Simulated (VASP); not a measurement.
# SnTeO (P4/mmm) in VASP: single point with PBE

Aim: the single point of SnTeO with PBE.

All numbers are computed with VASP 6.6.1; they aren't measurements. Logs are shortened: lines on timing, memory, paths and dates and some standing lists are left out, and cuts for length are marked.

**1. The cell of the first run**

It takes space group P4/mmm (No. 123, tetragonal). The conventional cell has a = 4.166 Å, b = 4.166 Å, c = 4.607 Å, α = 90.00°, β = 90.00°, γ = 90.00°. Sn (site symmetry 4/mmm) has 4 Te at 2.95 Å and 8 O at 3.74 Å within 3.9 Å. Te (site symmetry 4/mmm) has 2 O at 2.30 Å and 4 Sn at 2.95 Å within 3.0 Å. Within 3.0 Å of O (site symmetry 4/mmm) lie 2 Te at 2.30 Å.

The cell was built from a structure type or drawn by symmetry, and may not be a known phase.

**2. Single point, PBE**

INCAR reads:

```
SYSTEM = SnTeO
  ALGO = Normal
  EDIFF = 1E-7
  ENCUT = 520
  GGA = PE
  ISIF = 2
  ISMEAR = 0
  LASPH = .True.
  LCHARG = .True.
  LELF = .True.
  LREAL = .False.
  LVHAR = .True.
  LWAVE = .False.
  NBANDS = 20
  NELM = 60
  PREC = Accurate
  SIGMA = 0.1
```

KPOINTS reads:

```
k-points
0
Gamma
  4 4 4
  0 0 0
```

POSCAR reads:

```
SnTeO
1.0
    4.1656889800      0.0000000000      0.0000000000
    0.0000000000      4.1656889800      0.0000000000
    0.0000000000      0.0000000000      4.6069575400
Sn Te O
1 1 1
Direct
    0.5000000000      0.5000000000      0.0000000000
    0.0000000000      0.0000000000      0.0000000000
    0.0000000000      0.0000000000      0.5000000000
```

Potentials or basis: VASP PAW PBE potentials, release 64 (Sn_d, Te, O).

Launch:

```bash
$ cat potpaw_PBE.64/Sn_d/POTCAR potpaw_PBE.64/Te/POTCAR potpaw_PBE.64/O/POTCAR > POTCAR
$ mpirun -np 1 vasp_std > vasp.out
```

OUTCAR:

```text
SYSTEM = SnTeO
   EDIFF = 1E-7
   ENCUT = 520
   GGA = PE
   ISIF = 2
   ISMEAR = 0
   LASPH = .True.
   LREAL = .False.
   NELM = 60
   PREC = Accurate

 ion  position               nearest neighbor table
   1  0.500  0.500  0.000-   2 2.95   2 2.95   2 2.95   2 2.95
   2  0.000  0.000  0.000-   3 2.30   3 2.30   1 2.95   1 2.95   1 2.95   1 2.95
   3  0.000  0.000  0.500-   2 2.30   2 2.30

  LATTYP: Found a simple tetragonal cell.
 ALAT       =     4.1656889800
 C/A-ratio  =     1.1059293102

  Lattice vectors:

 A1 = (   4.1656889800,   0.0000000000,   0.0000000000)
 A2 = (   0.0000000000,   4.1656889800,   0.0000000000)
 A3 = (   0.0000000000,   0.0000000000,   4.6069575400)

Analysis of symmetry for initial positions (statically):
=====================================================================
 Subroutine PRICEL returns:
 Original cell was already a primitive cell.

 Routine SETGRP: Setting up the symmetry group for a
 simple tetragonal supercell.

 Subroutine GETGRP returns: Found 16 space group operations
 (whereof 16 operations were pure point group operations)
 out of a pool of 16 trial point group operations.

The static configuration has the point symmetry D_4h.

Analysis of symmetry for dynamics (positions and initial velocities):
=====================================================================
 Subroutine PRICEL returns:
 Original cell was already a primitive cell.

 Routine SETGRP: Setting up the symmetry group for a
 simple tetragonal supercell.

 Subroutine GETGRP returns: Found 16 space group operations
 (whereof 16 operations were pure point group operations)
 out of a pool of 16 trial point group operations.

The dynamic configuration has the point symmetry D_4h.

 Subroutine INISYM returns: Found 16 space group operations
 (whereof 16 operations are pure point group operations),
 and found     1 'primitive' translations

----------------------------------------------------------------------------------------

                                     Primitive cell

  volume of cell :      79.9444

  direct lattice vectors                    reciprocal lattice vectors
     4.165688980  0.000000000  0.000000000     0.240056328  0.000000000  0.000000000
     0.000000000  4.165688980  0.000000000     0.000000000  0.240056328  0.000000000
     0.000000000  0.000000000  4.606957540     0.000000000  0.000000000  0.217062995

[... 75 lines left out ...]
   LASPH  =      T    aspherical Exc in radial PAW
   ENCUT  =  520.0 eV  38.22 Ry    6.18 a.u.   7.75  7.75  8.57*2*pi/ulx,y,z
   NELM   =     60;   NELMIN=  2; NELMDL= -5     # of ELM steps
   EDIFF  = 0.1E-06   stopping-criterion for ELM
   LREAL  =      F    real-space projection
   EDIFFG = 0.1E-05   stopping-criterion for IOM
   NSW    =      0    number of steps for IOM
   IBRION =     -1    ionic relax: 0-MD 1-quasi-New 2-CG
   NFREE  =      0    steps in history (QN), initial steepest desc. (CG)
   ISIF   =      2    stress and relaxation
   ISYM   =      2    0-nonsym 1-usesym 2-fastsym
   POTIM  = 0.5000    time-step for ionic-motion
   TEBEG  =    0.0;   TEEND  =   0.0 temperature during run
   PSTRESS=    0.0 pullay stress
   NELECT =      26.0000    total number of electrons
   NUPDOWN=      -1.0000    fix difference up-down
   EMIN   =  10.00;   EMAX   =-10.00  energy-range for DOS
   EFERMI =   0.00;   METHOD = LEGACY
   ISMEAR =     0;   SIGMA  =   0.10  broadening in eV -4-tet -1-fermi 0-gaus
   EFERMI_NEDOS =   21; number of points for ismear=-14 and -15
   IALGO  =     38    algorithm
   IMIX   =      4    mixing-type and parameters
     AMIX     =   0.40;   BMIX     =  1.00
     AMIX_MAG =   1.60;   BMIX_MAG =  1.00
  volume/ion in A,a.u.               =      26.65       179.83
  Fermi-wavevector in a.u.,A,eV,Ry     =   1.125823  2.127496 17.245067  1.267477
  Thomas-Fermi vector in A             =   2.262502
   LORBIT       =      0    0 simple, 1 ext, 2 COOP (PROOUT), +10 PAW based schemes
   GGA     = PE    functional components
   LHFCALC =     F    Hartree Fock is set to
   AEXX    =    0.0000 exact exchange contribution
   IVDW    =     0    specifies the selected vdW correction
   LEPSILON=     F    determine dielectric tensor
   LRPA    =     F    only Hartree local field effects (RPA)
 non-spin polarized calculation
 Gauss-broadening in eV      SIGMA  =   0.10
  energy-cutoff  :      520.00
  volume of cell :       79.94
 maximum number of plane-waves:      2176
 NGX is ok and might be reduce to    32
   NGX = 15   NGY = 15   NGZ = 17

 number of electron      25.9999992 magnetization

 Free energy of the ion-electron system (eV)
  ---------------------------------------------------
  ext. energy  EPLUGINS =         0.00000000
  ---------------------------------------------------
  free energy    TOTEN  =       -11.69426999 eV

  energy without entropy =      -11.69075594  energy(sigma->0) =      -11.69251297

 E-fermi :   4.7104     XC(G=0):  -8.9054

 val. band max:        4.6672645602   @ k =   0.2500   0.2500   0.0000
 cond. band min:       4.8292916204   @ k =   0.5000   0.0000   0.5000
 fundamental gap:      0.1620270601
 Fermi energy:         4.7104178664

 k-point     1 :       0.0000    0.0000    0.0000
  band No.  band energies     occupation
      1     -17.2847      2.00000
      2     -17.2204      2.00000
      3     -17.2204      2.00000
      4     -17.1592      2.00000
      5     -17.1483      2.00000
      6     -12.1409      2.00000
[... 403 lines left out ...]
     19      12.5193      0.00000
     20      17.5889      0.00000

------------------------ aborting loop because EDIFF is reached ----------------------------------------

  FORCE on cell =-STRESS in cart. coord.  units (eV):
  Direction    XX          YY          ZZ          XY          YZ          ZX
  --------------------------------------------------------------------------------------
  -------------------------------------------------------------------------------------
  Total        3.2083156      3.2083156     -7.3790074      0.0000000      0.0000000     -0.0000000
  in kB       64.2983416     64.2983416   -147.8838114      0.0000000      0.0000000     -0.0000000
  external PRESSURE =      -6.4290427 kB  Pullay stress =       0.0000000 kB

 VOLUME and BASIS-vectors are now :
 -----------------------------------------------------------------------------
  energy-cutoff  :      520.00
  volume of cell :       79.94
      direct lattice vectors                 reciprocal lattice vectors
     4.165688980  0.000000000  0.000000000     0.240056328  0.000000000  0.000000000
     0.000000000  4.165688980  0.000000000     0.000000000  0.240056328  0.000000000
     0.000000000  0.000000000  4.606957540     0.000000000  0.000000000  0.217062995

 POSITION                                       TOTAL-FORCE (eV/Angst)
 -----------------------------------------------------------------------------------
      2.08284      2.08284      0.00000         0.000000      0.000000      0.000000
      0.00000      0.00000      0.00000         0.000000      0.000000      0.000000
      0.00000      0.00000      2.30348         0.000000      0.000000      0.000000
 -----------------------------------------------------------------------------------
    total drift:                                0.000000     -0.000000     -0.000000

  FREE ENERGIE OF THE ION-ELECTRON SYSTEM (eV)
  ---------------------------------------------------
  free  energy   TOTEN  =       -11.6942699930 eV

  energy  without entropy=      -11.6907559414  energy(sigma->0) =      -11.69251297
```

OSZICAR:

```text
N       E                     dE             d eps       ncg     rms          rms(c)
DAV:   1     0.210485486846E+03    0.21049E+03   -0.12490E+04   736   0.145E+03
DAV:   2     0.120711208660E+02   -0.19841E+03   -0.18957E+03   808   0.392E+02
DAV:   3    -0.134873471056E+02   -0.25558E+02   -0.25053E+02   864   0.121E+02
DAV:   4    -0.143489754305E+02   -0.86163E+00   -0.85963E+00   840   0.246E+01
DAV:   5    -0.143739415226E+02   -0.24966E-01   -0.24964E-01   936   0.432E+00    0.132E+01
DAV:   6    -0.122438922455E+02    0.21300E+01   -0.23293E+01   888   0.241E+01    0.829E+00
DAV:   7    -0.117990811122E+02    0.44481E+00   -0.58148E+00   788   0.879E+00    0.562E+00
DAV:   8    -0.117134048962E+02    0.85676E-01   -0.12697E+00   792   0.495E+00    0.103E+00
DAV:   9    -0.116927971630E+02    0.20608E-01   -0.18580E-01   828   0.207E+00    0.537E-01
DAV:  10    -0.116953436256E+02   -0.25465E-02   -0.20268E-02   836   0.835E-01    0.357E-01
DAV:  11    -0.116943148758E+02    0.10287E-02   -0.12778E-02   844   0.490E-01    0.781E-02
DAV:  12    -0.116942766420E+02    0.38234E-04   -0.13379E-03   784   0.152E-01    0.203E-02
DAV:  13    -0.116942689219E+02    0.77201E-05   -0.79650E-05   812   0.455E-02    0.937E-03
DAV:  14    -0.116942698854E+02   -0.96349E-06   -0.73851E-06   816   0.147E-02    0.678E-03
DAV:  15    -0.116942699679E+02   -0.82545E-07   -0.13275E-06   788   0.542E-03    0.111E-03
DAV:  16    -0.116942699930E+02   -0.25023E-07   -0.91249E-08   580   0.177E-03
   1 F= -.11694270E+02 E0= -.11692513E+02  d E =-.351405E-02
```

stdout:

```text
POSCAR found type information on POSCAR SnTeO
 POSCAR found :  3 types and       3 ions
 scaLAPACK will be used
 LDA part: xc-table for (Slater+PW92), standard interpolation
 POSCAR, INCAR and KPOINTS ok, starting setup
 FFT: planning ... GRIDC
 FFT: planning ... GRID_SOFT
 FFT: planning ... GRID
 WAVECAR not read
 entering main loop
```

Wall time 43 s (1 thread of Intel Xeon 8259CL, shared host); peak memory 0.2 GiB.

Results:

- Free energy: -11.6943 eV
- Pressure: -0.6 GPa
- Band gap on the k mesh: zero (bands 13 and 14 overlap by 1.77 eV)

Stress tensor (GPa, compression positive):
```
  6.43   0.00   0.00
  0.00   6.43   0.00
  0.00   0.00 -14.79
```

Levels at points of the mesh, in eV from the Fermi level:
```tsv
k point	band 11	band 12	band 13	band 14	band 15	band 16
(0.00, 0.00, 0.00)	-3.64	-0.49	-0.49	1.03	3.29	5.33
(0.50, 0.00, 0.00)	-1.58	0.20	0.91	0.92	0.93	1.05
(0.50, 0.50, 0.00)	-5.32	-0.96	-0.96	1.91	4.91	5.97
(0.00, 0.00, 0.50)	-2.06	-1.39	-1.39	-0.86	2.58	3.65
(0.50, 0.00, 0.50)	-1.49	-1.33	0.12	0.80	0.86	1.08
(0.50, 0.50, 0.50)	-1.85	-1.85	-1.20	0.20	0.70	5.88
```

Caveat: the k points lie up to 0.38 Å⁻¹ apart, too coarse for converged energies and pressures of a metal; spin-orbit coupling is left out, which moves the levels of the heavy elements.
